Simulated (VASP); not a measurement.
# NiMoIrPdW (P3m1) in VASP: further runs

Aim: see how the results for NiMoIrPdW move with the level of theory and the settings. Levels: revPBE, LDA, PBE. Tasks: single point.

Everything below comes from runs of VASP 6.6.1. Logs are shortened: lines on timing, memory, paths and dates and some standing lists are left out, and cuts for length are marked.

## (1) The cell of the first run

It takes space group P3m1 (No. 156, trigonal). The conventional cell has a = 4.147 Å, b = 4.147 Å, c = 5.416 Å, α = 90.00°, β = 90.00°, γ = 120.00°. Within 3.2 Å of Ni (site symmetry 3m) lie 3 W at 2.40 Å and 3 Ir at 2.71 Å and 3 Pd at 2.82 Å. Within 3.4 Å of Mo (site symmetry 3m) lie 2 W at 2.49 to 2.92 Å and 3 Ir at 2.64 Å and 3 Pd at 2.85 Å and 3 Ni at 3.37 Å. Pd (site symmetry 3m) has 2 Ir at 2.65 to 2.76 Å and 3 W at 2.76 Å and 3 Ni at 2.82 Å and 3 Mo at 2.85 Å within 3.5 Å. Ir (site symmetry 3m) has 3 Mo at 2.64 Å and 2 Pd at 2.65 to 2.76 Å and 3 Ni at 2.71 Å and 3 W at 2.77 Å within 3.5 Å. W (site symmetry 3m) has 3 Ni at 2.40 Å and 2 Mo at 2.49 to 2.92 Å and 3 Pd at 2.76 Å and 3 Ir at 2.77 Å within 3.2 Å.

## (2) Single point, revPBE, collinear spin, ferromagnetic start

File INCAR:

```
SYSTEM = NiMoIrPdW
PREC     = Accurate       ! precision mode
ENCUT    = 520            ! plane-wave cutoff, eV
EDIFF    = 1E-6           ! SCF threshold, eV
ISMEAR   = -1             ! smearing method
SIGMA    = 0.05           ! smearing width, eV
LREAL    = .FALSE.        ! projectors in reciprocal space
LASPH    = .TRUE.         ! aspherical terms in the spheres
NELM     = 150            ! most SCF steps
ALGO     = Fast           ! electronic algorithm
ISIF     = 2              ! what is computed and relaxed
LWAVE    = .FALSE.        ! write WAVECAR
LCHARG   = .FALSE.        ! write CHGCAR
ISPIN    = 2              ! spin polarisation
MAGMOM   = 1 1 0 0.6 0    ! initial moments
LORBIT   = 11             ! projections on sites
LMAXMIX  = 4              ! l up to which the mixer works
GGA      = RE             ! functional
NBANDS   = 40             ! bands
```

File KPOINTS:

```
regular mesh
0
G
  5 5 4
  0 0 0
```

File POSCAR:

```
NiMoIrPdW
1.0
    4.1467000000      0.0000000000      0.0000000000
   -2.0733500000      3.5911500000      0.0000000000
    0.0000000000      0.0000000000      5.4162900000
Ni Mo Pd Ir W
1 1 1 1 1
Direct
    0.0000000000      0.0000000000      0.0222100000
    0.6666700000      0.3333300000      0.4599600000
    0.3333300000      0.6666700000      0.7460100000
    0.3333300000      0.6666700000      0.2564100000
    0.6666700000      0.3333300000      0.9998500000
```

Potentials or basis: VASP PAW PBE potentials, release 64 (Ni, Mo_sv, Pd, Ir, W_sv).

On the command line:

```sh
$ cat potpaw_PBE.64/Ni/POTCAR potpaw_PBE.64/Mo_sv/POTCAR potpaw_PBE.64/Pd/POTCAR potpaw_PBE.64/Ir/POTCAR potpaw_PBE.64/W_sv/POTCAR > POTCAR
$ mpirun -np 1 vasp_std > vasp.out
```

OUTCAR:

```text
SYSTEM = NiMoIrPdW
   PREC = Accurate
   ENCUT = 520
   EDIFF = 1E-6
   ISMEAR = -1
   LREAL = .FALSE.
   LASPH = .TRUE.
   NELM = 150
   ISIF = 2
   ISPIN = 2
   LORBIT = 11
   GGA = RE

 ion  position               nearest neighbor table
   1  0.000  0.000  0.022-   5 2.40   5 2.40   5 2.40   4 2.71   4 2.71   4 2.71   3 2.82   3 2.82
                             3 2.82
   2  0.667  0.333  0.460-   5 2.49   4 2.64   4 2.64   4 2.64   3 2.85   3 2.85   3 2.85   5 2.92

   3  0.333  0.667  0.746-   4 2.65   5 2.76   5 2.76   5 2.76   4 2.76   1 2.82   1 2.82   1 2.82
                             2 2.85   2 2.85   2 2.85
   4  0.333  0.667  0.256-   2 2.64   2 2.64   2 2.64   3 2.65   1 2.71   1 2.71   1 2.71   3 2.76
                             5 2.77   5 2.77   5 2.77
   5  0.667  0.333  1.000-   1 2.40   1 2.40   1 2.40   2 2.49   3 2.76   3 2.76   3 2.76   4 2.77
                             4 2.77   4 2.77   2 2.92

  LATTYP: Found a hexagonal cell.
 ALAT       =     4.1467000000
 C/A-ratio  =     1.3061687607

  Lattice vectors:

 A1 = (   4.1467000000,   0.0000000000,   0.0000000000)
 A2 = (  -2.0733500000,   3.5911500000,   0.0000000000)
 A3 = (   0.0000000000,   0.0000000000,   5.4162900000)

Analysis of symmetry for initial positions (statically):
=====================================================================
 Subroutine PRICEL returns:
 Original cell was already a primitive cell.

 Routine SETGRP: Setting up the symmetry group for a
 hexagonal supercell.

 Subroutine GETGRP returns: Found  2 space group operations
 (whereof  2 operations were pure point group operations)
 out of a pool of 24 trial point group operations.

The static configuration has the point symmetry C_1h.

Analysis of symmetry for dynamics (positions and initial velocities):
=====================================================================
 Subroutine PRICEL returns:
 Original cell was already a primitive cell.

 Routine SETGRP: Setting up the symmetry group for a
 hexagonal supercell.

 Subroutine GETGRP returns: Found  2 space group operations
 (whereof  2 operations were pure point group operations)
 out of a pool of 24 trial point group operations.

The dynamic configuration has the point symmetry C_1h.

Analysis of structural, dynamic, and magnetic symmetry:
=====================================================================
 Subroutine PRICEL returns:
 Original cell was already a primitive cell.

 Routine SETGRP: Setting up the symmetry group for a
 hexagonal supercell.

 Subroutine GETGRP returns: Found  2 space group operations
 (whereof  2 operations were pure point group operations)
 out of a pool of 24 trial point group operations.

The overall configuration has the point symmetry C_1h.

 Subroutine INISYM returns: Found  2 space group operations
 (whereof  2 operations are pure point group operations),
 and found     1 'primitive' translations

----------------------------------------------------------------------------------------

                                     Primitive cell

  volume of cell :      80.6563

  direct lattice vectors                    reciprocal lattice vectors
     4.146700000  0.000000000  0.000000000     0.241155618  0.139231166  0.000000000
    -2.073350000  3.591150000  0.000000000     0.000000000  0.278462331  0.000000000
     0.000000000  0.000000000  5.416290000     0.000000000  0.000000000  0.184628223

  length of vectors
     4.146700000  4.146702129  5.416290000     0.278462474  0.278462331  0.184628223

  position of ions in fractional coordinates (direct lattice)
     0.000000000  0.000000000  0.022210000
     0.666670000  0.333330000  0.459960000
     0.333330000  0.666670000  0.746010000
     0.333330000  0.666670000  0.256410000
     0.666670000  0.333330000  0.999850000

  ion indices of the primitive-cell ions
   primitive index   ion index
                 1           1
                 2           2
                 3           3
                 4           4
                 5           5

[... 59 lines left out ...]
      2     -51.8758      1.00000
      3     -29.3983      1.00000
      4     -29.3022      1.00000
      5     -29.2974      1.00000
      6     -26.0026      1.00000
[... 935 lines left out ...]
     39      16.0580      0.00000
     40      18.4790      0.00000

 k-point    24 :      -0.4000   -0.2000    0.2500
  band No.  band energies     occupation
      1     -65.0660      1.00000
      2     -51.8754      1.00000
      3     -29.3687      1.00000
      4     -29.3090      1.00000
      5     -29.2998      1.00000
      6     -26.0099      1.00000
[... 32 lines left out ...]
     39      16.0580      0.00000
     40      18.4824      0.00000

 [... further k-points ...]

 spin component 2

 k-point     1 :       0.0000    0.0000    0.0000
  band No.  band energies     occupation
      1     -65.0667      1.00000
      2     -51.8762      1.00000
      3     -29.3993      1.00000
      4     -29.2974      1.00000
      5     -29.2974      1.00000
      6     -25.9982      1.00000
[... 32 lines left out ...]
     39      17.2561      0.00000
     40      19.4718      0.00000

 k-point     2 :       0.2000    0.0000    0.0000
  band No.  band energies     occupation
      1     -65.0664      1.00000
      2     -51.8758      1.00000
      3     -29.3983      1.00000
      4     -29.3022      1.00000
      5     -29.2974      1.00000
      6     -26.0027      1.00000
[... 935 lines left out ...]
     39      16.0580      0.00000
     40      18.4763      0.00000

 k-point    24 :      -0.4000   -0.2000    0.2500
  band No.  band energies     occupation
      1     -65.0660      1.00000
      2     -51.8754      1.00000
      3     -29.3687      1.00000
      4     -29.3090      1.00000
      5     -29.2997      1.00000
      6     -26.0100      1.00000
[... 32 lines left out ...]
     39      16.0580      0.00000
     40      18.4796      0.00000

 [... further k-points ...]

------------------------ aborting loop because EDIFF is reached ----------------------------------------

  FORCE on cell =-STRESS in cart. coord.  units (eV):
  Direction    XX          YY          ZZ          XY          YZ          ZX
  --------------------------------------------------------------------------------------
  -------------------------------------------------------------------------------------
  Total        1.3444740      1.3446491      1.5005627      0.0001501      0.0000256     -0.0000442
  in kB       26.7069881     26.7104670     29.8075752      0.0029811      0.0005083     -0.0008783
  external PRESSURE =      27.7416768 kB  Pullay stress =       0.0000000 kB

 VOLUME and BASIS-vectors are now :
 -----------------------------------------------------------------------------
  energy-cutoff  :      520.00
  volume of cell :       80.66
      direct lattice vectors                 reciprocal lattice vectors
     4.146700000  0.000000000  0.000000000     0.241155618  0.139231166  0.000000000
    -2.073350000  3.591150000  0.000000000     0.000000000  0.278462331  0.000000000
     0.000000000  0.000000000  5.416290000     0.000000000  0.000000000  0.184628223

 POSITION                                       TOTAL-FORCE (eV/Angst)
 -----------------------------------------------------------------------------------
      0.00000      0.00000      0.12030         0.000094     -0.000054     -0.009730
      2.07337      1.19704      2.49128        -0.000368      0.000213     -0.064541
     -0.00002      2.39411      4.04061         0.000334     -0.000193     -0.079501
     -0.00002      2.39411      1.38879         0.000463     -0.000267      0.117899
      2.07337      1.19704      5.41548        -0.000522      0.000301      0.035872
 -----------------------------------------------------------------------------------
    total drift:                               -0.000001     -0.000036     -0.000950

  FREE ENERGIE OF THE ION-ELECTRON SYSTEM (eV)
  ---------------------------------------------------
  free  energy   TOTEN  =       -40.2726329820 eV

  energy  without entropy=      -40.2569676705  energy(sigma->0) =      -40.26480033

 total charge

# of ion       s       p       d       tot
------------------------------------------
    1        0.529   0.525   8.383   9.437
    2        2.348   6.132   3.894  12.374
    3        0.582   0.587   8.418   9.587
    4        0.750   0.704   6.974   8.427
    5        2.439   6.307   3.325  12.072
--------------------------------------------------
tot          6.648  14.255  30.994  51.897

 magnetization (x)

# of ion       s       p       d       tot
------------------------------------------
    1       -0.000   0.000  -0.000  -0.000
    2        0.000   0.000  -0.000  -0.000
    3        0.000   0.000   0.000   0.000
    4        0.000   0.000   0.000   0.000
    5        0.000   0.000   0.000   0.000
--------------------------------------------------
tot         -0.000   0.000  -0.000  -0.000
```

Wall time 4.8 min (1 thread of Intel Xeon Platinum 8175M at 2.50GHz (Skylake/Cascade Lake), shared host); peak memory 0.37 GiB.

What came out:

```yaml
Free_energy: -40.2726 eV
Pressure: 2.8 GPa
Largest_force: 0.118 eV/Å
Net_moment: 0.00 μB per cell
Valence_electrons_inside_the_program's_atomic_spheres: Ni 9.44; Mo 12.37; Pd 9.59; Ir 8.43; W 12.07
```

Forces on the atoms (eV/Å):
```
Ni   0.000  0.000 -0.010
Mo   0.000  0.000 -0.065
Pd   0.000  0.000 -0.080
Ir   0.000  0.000  0.118
W   -0.001  0.000  0.036
```

Caveat: the PAW data sets were made with another functional, which shifts forces and pressure a little; spin-orbit coupling is left out, which moves the levels of the heavy elements.

## (3) Single point, revPBE, collinear spin, ferromagnetic start

File INCAR:

```
SYSTEM = NiMoIrPdW
PREC = Accurate
ENCUT = 520
EDIFF = 1E-6
ISMEAR = -1
SIGMA = 0.05
LREAL = .False.
LASPH = .True.
NELM = 150
ALGO = Normal
ISIF = 2
LWAVE = .False.
LCHARG = .False.
ISPIN = 2
MAGMOM = 1 1 0 0.6 0
LORBIT = 11
LMAXMIX = 4
GGA = RE
NBANDS = 40
```

File KPOINTS:

```
regular mesh
0
Gamma
  7 7 5
  0 0 0
```

POSCAR is that of step 2.

Potentials or basis: VASP PAW PBE potentials, release 64 (Ni, Mo_sv, Pd, Ir, W_sv).

On the command line:

```sh
$ cat potpaw_PBE.64/Ni/POTCAR potpaw_PBE.64/Mo_sv/POTCAR potpaw_PBE.64/Pd/POTCAR potpaw_PBE.64/Ir/POTCAR potpaw_PBE.64/W_sv/POTCAR > POTCAR
$ mpirun -np 1 vasp_std > vasp.out
```

Run time: 3.9 min. Hardware: 1 thread of Intel Xeon 6975P-C (Granite Rapids), shared host; peak memory 0.54 GiB.

The run converged. Its results:

```
Free energy                                           : -40.2848 eV
Pressure                                              : 2.9 GPa
Largest force                                         : 0.213 eV/Å
Net moment                                            : 0.00 μB per cell
Valence electrons inside the program's atomic spheres : Ni 9.44; Mo 12.37; Pd 9.59; Ir 8.43; W 12.07
```

Forces on the atoms (eV/Å):
```
Ni   0.000  0.000  0.053
Mo   0.000  0.000  0.213
Pd   0.000  0.000 -0.030
Ir   0.000  0.000 -0.058
W    0.000  0.000 -0.179
```

Stress tensor (GPa, compression positive):
```
2.93 0.00 0.00
0.00 2.93 0.00
0.00 0.00 2.73
```

Levels at points of the mesh, in eV from the Fermi level:
Spin up:
| k point | band 24 | band 25 | band 26 | band 27 | band 28 | band 29 | band 30 | band 31 | band 32 | band 33 |
| --- | --- | --- | --- | --- | --- | --- | --- | --- | --- | --- |
| (0.00, 0.00, 0.00) | -1.63 | -1.63 | -1.41 | -1.41 | -0.75 | 0.79 | 0.79 | 2.01 | 2.01 | 2.42 |
Spin down:
```
           k point  band 24  band 25  band 26  band 27  band 28  band 29  band 30  band 31  band 32  band 33
(0.00, 0.00, 0.00)    -1.63    -1.63    -1.41    -1.41    -0.75     0.79     0.79     2.01     2.01     2.42
```

Caveat: the PAW data sets were made with another functional, which shifts forces and pressure a little; spin-orbit coupling is left out, which moves the levels of the heavy elements.

## (4) Single point, LDA, collinear spin, ferromagnetic start

File INCAR:

```
SYSTEM = NiMoIrPdW
  ALGO = Normal
  EDIFF = 1E-6
  ENCUT = 520
  GGA = CA
  ISIF = 2
  ISMEAR = -1
  ISPIN = 2
  LASPH = .True.
  LCHARG = .False.
  LMAXMIX = 4
  LORBIT = 11
  LREAL = .False.
  LWAVE = .False.
  MAGMOM = 1 1 0 0.6 0
  NBANDS = 40
  NELM = 150
  PREC = Accurate
  SIGMA = 0.05
```

File KPOINTS:

```
k-points
0
Gamma
  7 7 5
  0 0 0
```

POSCAR is that of step 3.

Potentials or basis: VASP PAW LDA potentials, release 64 (Ni, Mo_sv, Pd, Ir, W_sv).

On the command line:

```sh
$ cat potpaw_LDA.64/Ni/POTCAR potpaw_LDA.64/Mo_sv/POTCAR potpaw_LDA.64/Pd/POTCAR potpaw_LDA.64/Ir/POTCAR potpaw_LDA.64/W_sv/POTCAR > POTCAR
$ mpirun -np 1 vasp_std > vasp.out
```

Run time: 3.4 min. Hardware: 1 thread of Intel Xeon 6975P-C (Granite Rapids), shared host; peak memory 0.49 GiB.

Results (log left out):

- Free energy: -48.5569 eV
- Pressure: -11.8 GPa
- Largest force: 0.157 eV/Å
- Net moment: 0.00 μB per cell
- Valence electrons inside the program's atomic spheres: Ni 9.46; Mo 12.37; Pd 9.58; Ir 8.43; W 12.10

Forces in eV/Å, atoms in the order of the input:
```
Ni   0.000  0.000  0.077
Mo   0.000  0.000 -0.045
Pd   0.000  0.000  0.126
Ir   0.000  0.000 -0.157
W    0.000  0.000 -0.001
```

Levels at points of the mesh, in eV from the Fermi level:
Spin up:
| k point | band 25 | band 26 | band 27 | band 28 | band 29 | band 30 | band 31 | band 32 |
| --- | --- | --- | --- | --- | --- | --- | --- | --- |
| (0.00, 0.00, 0.00) | -1.63 | -1.43 | -1.43 | -0.76 | 0.78 | 0.78 | 2.01 | 2.01 |
Spin down:
```tsv
k point	band 26	band 27	band 28	band 29	band 30	band 31
(0.00, 0.00, 0.00)	-1.43	-1.43	-0.76	0.78	0.78	2.01
```

Caveat: the cell stands under tension; spin-orbit coupling is left out, which moves the levels of the heavy elements.

## (5) Single point, PBE, collinear spin, ferromagnetic start

This run uses another cell than the first one, of 16.08 Å³/atom.

File INCAR:

```
PREC = Accurate
ENCUT = 520
EDIFF = 1E-6
ISMEAR = -1
SIGMA = 0.05
LREAL = F
LASPH = T
NELM = 150
ALGO = Normal
ISIF = 2
LWAVE = F
LCHARG = F
ISPIN = 2
MAGMOM = 1 1 0 0.6 0
LORBIT = 11
LMAXMIX = 4
GGA = PE
NBANDS = 40
```

File KPOINTS:

```
Automatic mesh
0
Gamma
  4 4 3
```

File POSCAR:

```
NiMoIrPdW
1.0
    4.1528253097      0.0000000000      0.0000000000
   -2.0764126549      3.5964522157      0.0000000000
    0.0000000000      0.0000000000      5.3841626653
Ni Mo Pd Ir W
1 1 1 1 1
Direct
    0.0000000000      0.0000000000      0.0296733203
    0.6666666667      0.3333333333      0.4594157229
    0.3333333333      0.6666666667      0.7457703297
    0.3333333333      0.6666666667      0.2546787226
    0.6666666667      0.3333333333      0.9949019045
```

Potentials or basis: VASP PAW PBE potentials, release 64 (Ni, Mo_sv, Pd, Ir, W_sv).

On the command line:

```sh
$ cat potpaw_PBE.64/Ni/POTCAR potpaw_PBE.64/Mo_sv/POTCAR potpaw_PBE.64/Pd/POTCAR potpaw_PBE.64/Ir/POTCAR potpaw_PBE.64/W_sv/POTCAR > POTCAR
$ mpirun -np 1 vasp_std > vasp.out
```

It took 73 s on 1 thread of Intel Xeon 8259CL, shared host; peak memory 0.26 GiB.

It converged, with:

| Quantity | Value |
| --- | --- |
| Free energy | -42.6735 eV |
| Pressure | 0.3 GPa |
| Largest force | 0.030 eV/Å |
| Net moment | 0.00 μB per cell |
| Valence electrons inside the program's atomic spheres | Ni 9.45; Mo 12.37; Pd 9.59; Ir 8.43; W 12.07 |

Forces on the atoms (eV/Å):
```
Ni   0.000  0.000  0.005
Mo   0.000  0.000  0.030
Pd   0.000  0.000 -0.020
Ir   0.000  0.000  0.016
W    0.000  0.000 -0.030
```

Levels at points of the mesh, in eV from the Fermi level:
Spin up:
```csv
k point,band 24,band 25,band 26,band 27,band 28,band 29,band 30,band 31,band 32,band 33
"(0.00, 0.00, 0.00)",-1.63,-1.63,-1.43,-1.43,-0.82,0.72,0.72,1.95,1.95,2.46
"(0.50, 0.00, 0.00)",-1.71,-1.61,-1.27,-0.22,-0.13,0.28,0.75,1.52,1.59,2.01
```
Spin down:
| k point | band 26 | band 27 | band 28 | band 29 | band 30 | band 31 |
| --- | --- | --- | --- | --- | --- | --- |
| (0.00, 0.00, 0.00) | -1.43 | -1.43 | -0.82 | 0.72 | 0.72 | 1.95 |
| (0.50, 0.00, 0.00) | -1.27 | -0.22 | -0.13 | 0.28 | 0.75 | 1.52 |

Caveat: the k points lie up to 0.44 Å⁻¹ apart; spin-orbit coupling is left out, which moves the levels of the heavy elements.

## (6) Summary

```tsv
level	potentials or basis	cell	k mesh	gap on the mesh (eV)	pressure (GPa)	moment (μB)	largest force (eV/Å)
revPBE	VASP PAW PBE potentials, release 64 (Ni, Mo_sv, Pd, Ir, W_sv)	a = 4.147, b = 4.147, c = 5.416 Å, angles 90.0, 90.0, 120.0°, 5 atoms, atomic positions A	5 × 5 × 4	none	2.8	0.00	0.12
revPBE	VASP PAW PBE potentials, release 64 (Ni, Mo_sv, Pd, Ir, W_sv)	a = 4.147, b = 4.147, c = 5.416 Å, angles 90.0, 90.0, 120.0°, 5 atoms, atomic positions A	7 × 7 × 5	none	2.9	0.00	0.21
LDA	VASP PAW LDA potentials, release 64 (Ni, Mo_sv, Pd, Ir, W_sv)	a = 4.147, b = 4.147, c = 5.416 Å, angles 90.0, 90.0, 120.0°, 5 atoms, atomic positions A	7 × 7 × 5	none	-11.8	0.00	0.16
PBE	VASP PAW PBE potentials, release 64 (Ni, Mo_sv, Pd, Ir, W_sv)	a = 4.153, b = 4.153, c = 5.384 Å, angles 90.0, 90.0, 120.0°, 5 atoms, atomic positions B	4 × 4 × 3	none	0.3	0.00	0.03
```

Alike in all rows: task single point; spin collinear, ferromagnetic start; cutoff (eV) 520; smearing fermi-dirac 0.05 eV.

Caveats: some runs use coarse meshes; spin-orbit coupling is left out, which moves the levels of the heavy elements; the PAW data sets were made with another functional, which shifts forces and pressure a little (at least some runs); the cell stands under tension (at least some runs).

Total energies depend on the potentials used, so only differences within one code and one set of settings carry meaning.
